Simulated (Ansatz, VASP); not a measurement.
# Al: VASP beside Ansatz

INCAR

```
SYSTEM = Al
  PREC = Accurate
  ENCUT = 520
  EDIFF = 1E-6
  ISMEAR = 0
  SIGMA = 0.1
  LREAL = .FALSE.
  LASPH = .TRUE.
  NELM = 100
  ALGO = Fast
  ISIF = 2
  LWAVE = .FALSE.
  LCHARG = .TRUE.
  GGA = PE
  LELF = .TRUE.
  LVHAR = .TRUE.
  NBANDS = 8
```

The input KPOINTS:

```
regular mesh
0
G
  18 18 18
  0 0 0
```

Contents of POSCAR:

```
Al
1.0
   -1.5766908634      1.5766908634      1.5766908634
    1.5766908634     -1.5766908634      1.5766908634
    1.5766908634      1.5766908634     -1.5766908634
Al
1
Direct
    0.0000000000      0.0000000000      0.0000000000
```

Input for Ansatz:

```yaml
crystal:
  lattice:
    - [-1.5766908634, 1.5766908634, 1.5766908634]
    - [1.5766908634, -1.5766908634, 1.5766908634]
    - [1.5766908634, 1.5766908634, -1.5766908634]
  atoms:
    - { symbol: Al, position: [0.0, 0.0, 0.0] }
basis:
  ecutwfc: 420
kpoints:
  mp_grid: { grid: [18, 18, 18] }
hamiltonian:
  xc: pbe
scf:
  occupations: { method: gaussian, width: 0.1 }
output:
  forces: true
  stress: true
  eigenvalues: true
```

Alike in both runs: task single point; functional PBE; k mesh 18 × 18 × 18; occupations gaussian, width 0.1 eV; no spin polarisation.

```csv
,VASP,Ansatz
version,VASP 6.6.1,Ansatz 0.2.0
potentials or method,"VASP PAW PBE potentials, release 64 (Al), cutoff 520 eV","scalar-relativistic, plane waves, PAW"
valence electrons in the cell,3,3
```

|  | VASP | Ansatz | Ansatz less VASP |
| --- | --- | --- | --- |
| gap on the k mesh at the Fermi level (eV) | none | none | - |
| pressure (GPa) | 6.3 | 6.3 | +0.01 |

A gap of «none» marks a metal or a gap that the smearing closes.
